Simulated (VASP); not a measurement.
# Si in VASP: single point with PBE

Aim: the single point of Si with PBE.

All numbers are computed with VASP 6.6.1; they aren't measurements. Logs are shortened: lines on timing, memory, paths and dates and some standing lists are left out, and cuts for length are marked.

**1. The cell of the first run**

The cell holds a slab with vacuum, 23 atoms: a = 7.681 Å, b = 7.681 Å, c = 26.789 Å, α = 90.00°, β = 90.00°, γ = 90.00°.

**2. Single point, PBE (atoms taken out, then relaxed in part)**

INCAR

```
SYSTEM = Si
ALGO     = Normal         ! electronic algorithm
DIPOL    = 0.5 0.5 0.495
EDIFF    = 1E-6           ! SCF threshold, eV
ENCUT    = 520            ! plane-wave cutoff, eV
GGA      = PE             ! functional
IDIPOL   = 3            
ISIF     = 2              ! what is computed and relaxed
ISMEAR   = 0              ! smearing method
LASPH    = .TRUE.         ! aspherical terms in the spheres
LCHARG   = .FALSE.        ! write CHGCAR
LDIPOL   = .TRUE.       
LREAL    = Auto         
LWAVE    = .FALSE.        ! write WAVECAR
NBANDS   = 63             ! bands
NELM     = 60             ! most SCF steps
PREC     = Accurate       ! precision mode
SIGMA    = 0.1            ! smearing width, eV
```

KPOINTS

```
k-points
0
G
  4 4 1
  0 0 0
```

POSCAR

```
Si
1.0
    7.6805090000      0.0000000000      0.0000000000
    0.0000000000      7.6805090000      0.0000000000
    0.0000000000      0.0000000000     26.7886751213
Si
23
Direct
    0.0000000000      0.2500000000      0.3732920704
    0.0000000000      0.7500000000      0.3732920704
    0.5000000000      0.2500000000      0.3732920704
    0.5000000000      0.7500000000      0.3732920704
    0.0000000000      0.0000000000      0.4239752404
    0.0000000000      0.5000000000      0.4239752404
    0.5000000000      0.0000000000      0.4239752404
    0.5000000000      0.5000000000      0.4239752404
    0.2500000000      0.0000000000      0.4746584104
    0.2500000000      0.5000000000      0.4746584104
    0.7500000000      0.0000000000      0.4746584104
    0.7500000000      0.5000000000      0.4746584104
    0.2464207805      0.2508309596      0.5261223360
    0.2464207805      0.7491690404      0.5261223360
    0.7535792195      0.2508309596      0.5261223360
    0.7535792195      0.7491690404      0.5261223360
    0.0000000000      0.2354616046      0.5795278088
    0.0000000000      0.7645383954      0.5795278088
    0.5000000000      0.1727123534      0.5695322802
    0.5000000000      0.8272876466      0.5695322802
    0.0000000000      0.0000000000      0.6367315787
    0.0000000000      0.5000000000      0.6235924246
    0.5000000000      0.0000000000      0.6407510820
```

Potentials or basis: VASP PAW PBE potentials, release 64 (Si).

Launch:

```sh
$ cat potpaw_PBE.64/Si/POTCAR > POTCAR
$ mpirun -np 1 vasp_std > vasp.out
```

OUTCAR:

```text
SYSTEM = Si
   EDIFF = 1E-6
   ENCUT = 520
   GGA = PE
   ISIF = 2
   ISMEAR = 0
   LASPH = .TRUE.
   LREAL = Auto
   NELM = 60
   PREC = Accurate

 ion  position               nearest neighbor table
   1  0.000  0.250  0.373-   5 2.35   6 2.35
   2  0.000  0.750  0.373-   5 2.35   6 2.35
   3  0.500  0.250  0.373-   7 2.35   8 2.35
   4  0.500  0.750  0.373-   7 2.35   8 2.35
   5  0.000  0.000  0.424-   1 2.35   2 2.35   9 2.35  11 2.35
   6  0.000  0.500  0.424-   1 2.35   2 2.35  10 2.35  12 2.35
   7  0.500  0.000  0.424-   3 2.35   4 2.35   9 2.35  11 2.35
   8  0.500  0.500  0.424-   3 2.35   4 2.35  10 2.35  12 2.35
   9  0.250  0.000  0.475-   5 2.35   7 2.35  13 2.37  14 2.37
  10  0.250  0.500  0.475-   6 2.35   8 2.35  13 2.36  14 2.36
[... 8 lines left out ...]
  19  0.500  0.173  0.570-  23 2.32  15 2.35  13 2.35  20 2.65
  20  0.500  0.827  0.570-  23 2.32  16 2.35  14 2.35  19 2.65
  21  0.000  0.000  0.637-  17 2.37  18 2.37
  22  0.000  0.500  0.624-  17 2.35  18 2.35
  23  0.500  0.000  0.641-  19 2.32  20 2.32

  LATTYP: Found a simple tetragonal cell.
 ALAT       =     7.6805090000
 C/A-ratio  =     3.4878775770

  Lattice vectors:

 A1 = (   7.6805090000,   0.0000000000,   0.0000000000)
 A2 = (   0.0000000000,   7.6805090000,   0.0000000000)
 A3 = (   0.0000000000,   0.0000000000,  26.7886751213)

Analysis of symmetry for initial positions (statically):
=====================================================================
 Subroutine PRICEL returns:
 Original cell was already a primitive cell.

 Routine SETGRP: Setting up the symmetry group for a
 simple tetragonal supercell.

 Subroutine GETGRP returns: Found  4 space group operations
 (whereof  4 operations were pure point group operations)
 out of a pool of 16 trial point group operations.

The static configuration has the point symmetry C_2v.

Analysis of symmetry for dynamics (positions and initial velocities):
=====================================================================
 Subroutine PRICEL returns:
 Original cell was already a primitive cell.

 Routine SETGRP: Setting up the symmetry group for a
 simple tetragonal supercell.

 Subroutine GETGRP returns: Found  4 space group operations
 (whereof  4 operations were pure point group operations)
 out of a pool of 16 trial point group operations.

The dynamic configuration has the point symmetry C_2v.

 Subroutine INISYM returns: Found  4 space group operations
 (whereof  4 operations are pure point group operations),
 and found     1 'primitive' translations

----------------------------------------------------------------------------------------

                                     Primitive cell

  volume of cell :    1580.2698

  direct lattice vectors                    reciprocal lattice vectors
     7.680509000  0.000000000  0.000000000     0.130199704  0.000000000  0.000000000
     0.000000000  7.680509000  0.000000000     0.000000000  0.130199704  0.000000000
     0.000000000  0.000000000 26.788675121     0.000000000  0.000000000  0.037329207

  length of vectors
     7.680509000  7.680509000 26.788675121     0.130199704  0.130199704  0.037329207

  position of ions in fractional coordinates (direct lattice)
     0.000000000  0.250000000  0.373292070
     0.000000000  0.750000000  0.373292070
     0.500000000  0.250000000  0.373292070
     0.500000000  0.750000000  0.373292070
     0.000000000  0.000000000  0.423975240
     0.000000000  0.500000000  0.423975240
[... 15 lines left out ...]
     0.000000000  0.500000000  0.623592425
     0.500000000  0.000000000  0.640751082

  ion indices of the primitive-cell ions
   primitive index   ion index
                 1           1
                 2           2
                 3           3
                 4           4
                 5           5
                 6           6
[... 15 lines left out ...]
                22          22
                23          23

----------------------------------------------------------------------------------------

 KPOINTS: k-points

Automatic generation of k-mesh.
 Grid dimensions read from file:
 generate k-points for:    4    4    1

 Generating k-lattice:

  Cartesian coordinates                     Fractional coordinates (reciprocal lattice)
     0.032549926  0.000000000  0.000000000     0.250000000  0.000000000  0.000000000
     0.000000000  0.032549926  0.000000000     0.000000000  0.250000000  0.000000000
     0.000000000  0.000000000  0.037329207     0.000000000  0.000000000  1.000000000

  Length of vectors
     0.032549926  0.032549926  0.037329207

  Shift w.r.t. Gamma in fractional coordinates (k-lattice)
     0.000000000  0.000000000  0.000000000

 Subroutine IBZKPT returns following result:
 ===========================================

 Found      9 irreducible k-points:

 Following reciprocal coordinates:
            Coordinates               Weight
  0.000000  0.000000  0.000000      1.000000
  0.250000  0.000000  0.000000      2.000000
  0.000000  0.250000  0.000000      2.000000
  0.500000  0.000000  0.000000      1.000000
  0.000000  0.500000  0.000000      1.000000
  0.250000  0.250000  0.000000      4.000000
  0.500000  0.250000  0.000000      2.000000
 -0.250000  0.500000  0.000000      2.000000
  0.500000  0.500000  0.000000      1.000000
   k-points           NKPTS =      9   k-points in BZ     NKDIM =      9   number of bands    NBANDS=     63
   number of dos      NEDOS =    301   number of ions     NIONS =     23
   total plane-waves  NPLWV = 720000
   dimension x,y,z NGX =    60 NGY =   60 NGZ =  200
   dimension x,y,z NGXF=   120 NGYF=  120 NGZF=  400
   ions per type =              23
   NGX,Y,Z   is equivalent  to a cutoff of  12.99, 12.99, 12.41 a.u.
   NGXF,Y,Z  is equivalent  to a cutoff of  25.97, 25.97, 24.82 a.u.
 SYSTEM =  Si
   PREC   = accura    normal or accurate (medium, high low for compatibility)
   ISTART =      0    job   : 0-new  1-cont  2-samecut
   ICHARG =      2    charge: 1-file 2-atom 10-const
   ISPIN  =      1    spin polarized calculation?
   LNONCOLLINEAR =      F non collinear calculations
   LSORBIT =      F    spin-orbit coupling
   LASPH  =      T    aspherical Exc in radial PAW
   ENCUT  =  520.0 eV  38.22 Ry    6.18 a.u.  14.28 14.28 49.81*2*pi/ulx,y,z
   NELM   =     60;   NELMIN=  2; NELMDL= -5     # of ELM steps
   EDIFF  = 0.1E-05   stopping-criterion for ELM
   LREAL  =      T    real-space projection
   EDIFFG = 0.1E-04   stopping-criterion for IOM
   NSW    =      0    number of steps for IOM
   IBRION =     -1    ionic relax: 0-MD 1-quasi-New 2-CG
   NFREE  =      0    steps in history (QN), initial steepest desc. (CG)
   ISIF   =      2    stress and relaxation
   ISYM   =      2    0-nonsym 1-usesym 2-fastsym
   POTIM  = 0.5000    time-step for ionic-motion
   TEBEG  =    0.0;   TEEND  =   0.0 temperature during run
   PSTRESS=    0.0 pullay stress
   NELECT =      92.0000    total number of electrons
   NUPDOWN=      -1.0000    fix difference up-down
   EMIN   =  10.00;   EMAX   =-10.00  energy-range for DOS
   EFERMI =   0.00;   METHOD = LEGACY
   ISMEAR =     0;   SIGMA  =   0.10  broadening in eV -4-tet -1-fermi 0-gaus
   EFERMI_NEDOS =   21; number of points for ismear=-14 and -15
   IALGO  =     38    algorithm
   IMIX   =      4    mixing-type and parameters
     AMIX     =   0.40;   BMIX     =  1.00
     AMIX_MAG =   1.60;   BMIX_MAG =  1.00
  volume/ion in A,a.u.               =      68.71       463.66
  Fermi-wavevector in a.u.,A,eV,Ry     =   0.634493  1.199018  5.477457  0.402582
  Thomas-Fermi vector in A             =   1.698507
   LORBIT       =      0    0 simple, 1 ext, 2 COOP (PROOUT), +10 PAW based schemes
   GGA     = PE    functional components
   LHFCALC =     F    Hartree Fock is set to
   AEXX    =    0.0000 exact exchange contribution
   IVDW    =     0    specifies the selected vdW correction
   LEPSILON=     F    determine dielectric tensor
   LRPA    =     F    only Hartree local field effects (RPA)
 non-spin polarized calculation
 Gauss-broadening in eV      SIGMA  =   0.10
  energy-cutoff  :      520.00
  volume of cell :     1580.27
 maximum number of plane-waves:     42592
 NGX is ok and might be reduce to    60
   NGX = 29   NGY = 29   NGZ = 99

 dipolmoment           0.000000      0.000000      0.036839 electrons x Angstroem

 number of electron      91.9999997 magnetization

 dipolmoment           0.000000      0.000000     -0.136080 electrons x Angstroem

 Free energy of the ion-electron system (eV)
  ---------------------------------------------------
  ext. energy  EPLUGINS =         0.00000000
  ---------------------------------------------------
  free energy    TOTEN  =      -110.01913552 eV

  energy without entropy =     -109.95326811  energy(sigma->0) =     -109.98620182

 E-fermi :  -2.0023     XC(G=0):  -3.4865

 val. band max:       -2.0145974752   @ k =   0.0000   0.0000   0.0000
 cond. band min:      -1.9614212662   @ k =  -0.2500   0.5000   0.0000
 fundamental gap:      0.0531762090
 Fermi energy:        -2.0023408172

 k-point     1 :       0.0000    0.0000    0.0000
  band No.  band energies     occupation
      1     -13.4581      2.00000
      2     -12.2195      2.00000
      3     -11.6928      2.00000
      4     -11.6750      2.00000
      5     -11.5072      2.00000
      6     -11.4234      2.00000
[... 50 lines left out ...]
     57       0.3890      0.00000
     58       0.5011      0.00000

 k-point     2 :       0.2500    0.0000    0.0000
  band No.  band energies     occupation
      1     -13.3290      2.00000
      2     -12.3490      2.00000
      3     -12.0994      2.00000
      4     -11.5233      2.00000
      5     -11.3739      2.00000
      6     -11.3596      2.00000
[... 50 lines left out ...]
     57       0.4159      0.00000
     58       0.4593      0.00000
[... 364 lines left out ...]
     57       0.8598      0.00000
     58       1.0087      0.00000

 k-point     9 :       0.5000    0.5000    0.0000
  band No.  band energies     occupation
      1     -12.7400      2.00000
      2     -12.3875      2.00000
      3     -12.3382      2.00000
      4     -12.1600      2.00000
      5     -11.5014      2.00000
      6     -11.3213      2.00000
[... 50 lines left out ...]
     57       0.9139      0.00000
     58       1.0717      0.00000
 [bands above 58 left out]

------------------------ aborting loop because EDIFF is reached ----------------------------------------

 vacuum level on the upper side and lower side of the slab       (xc-potential included)        -0.282         0.111

  FORCE on cell =-STRESS in cart. coord.  units (eV):
  Direction    XX          YY          ZZ          XY          YZ          ZX
  --------------------------------------------------------------------------------------
  -------------------------------------------------------------------------------------
  Total       -8.3219101     -0.3789011      0.9193047      0.0000000      0.0000000      0.0000000
  in kB       -8.4372780     -0.3841538      0.9320492      0.0000000      0.0000000      0.0000000
  external PRESSURE =      -2.6297942 kB  Pullay stress =       0.0000000 kB

 VOLUME and BASIS-vectors are now :
 -----------------------------------------------------------------------------
  energy-cutoff  :      520.00
  volume of cell :     1580.27
      direct lattice vectors                 reciprocal lattice vectors
     7.680509000  0.000000000  0.000000000     0.130199704  0.000000000  0.000000000
     0.000000000  7.680509000  0.000000000     0.000000000  0.130199704  0.000000000
     0.000000000  0.000000000 26.788675121     0.000000000  0.000000000  0.037329207

 POSITION                                       TOTAL-FORCE (eV/Angst)
 -----------------------------------------------------------------------------------
      0.00000      1.92013     10.00000         0.000000     -0.111816      0.036228
      0.00000      5.76038     10.00000         0.000000      0.111816      0.036228
      3.84025      1.92013     10.00000         0.000000     -0.018123     -0.080288
      3.84025      5.76038     10.00000         0.000000      0.018123     -0.080288
      0.00000      0.00000     11.35773         0.000000      0.000000     -0.485413
      0.00000      3.84025     11.35773         0.000000      0.000000     -0.017480
[... 15 lines left out ...]
      0.00000      3.84025     16.70521         0.000000      0.000000     -0.020840
      3.84025      0.00000     17.16487         0.000000      0.000000      0.010997
 -----------------------------------------------------------------------------------
    total drift:                                0.000000      0.000000      0.017953

  FREE ENERGIE OF THE ION-ELECTRON SYSTEM (eV)
  ---------------------------------------------------
  free  energy   TOTEN  =      -110.0191355180 eV

  energy  without entropy=     -109.9532681140  energy(sigma->0) =     -109.98620182

 vacuum level on the upper side and lower side of the slab         2.923         3.329
```

It took 22 min on 1 thread of Intel Xeon 6975P-C (Granite Rapids), shared host; peak memory 1.5 GiB.

Results:

| Property | Result |
| --- | --- |
| Free energy | -110.0191 eV |
| Largest force | 0.485 eV/Å |
| Band gap on the k mesh | zero (bands 46 and 47 overlap by 0.27 eV) |

Forces on the atoms (eV/Å):
```
Si   0.000 -0.112  0.036
Si   0.000  0.112  0.036
Si   0.000 -0.018 -0.080
Si   0.000  0.018 -0.080
Si   0.000  0.000 -0.485
Si   0.000  0.000 -0.017
Si   0.000  0.000 -0.084
Si   0.000  0.000 -0.040
Si  -0.016  0.000  0.168
Si   0.153  0.000  0.226
Si   0.016  0.000  0.168
Si  -0.153  0.000  0.226
Si   0.015 -0.018  0.000
Si   0.015  0.018  0.000
Si  -0.015 -0.018  0.000
Si  -0.015  0.018  0.000
Si   0.000  0.007  0.005
Si   0.000 -0.007  0.005
Si   0.000  0.011 -0.032
Si   0.000 -0.011 -0.032
Si   0.000  0.000 -0.011
Si   0.000  0.000 -0.021
Si   0.000  0.000  0.011
```

Caveat: the cell differs from its parent crystal (atoms taken out, then relaxed in part).
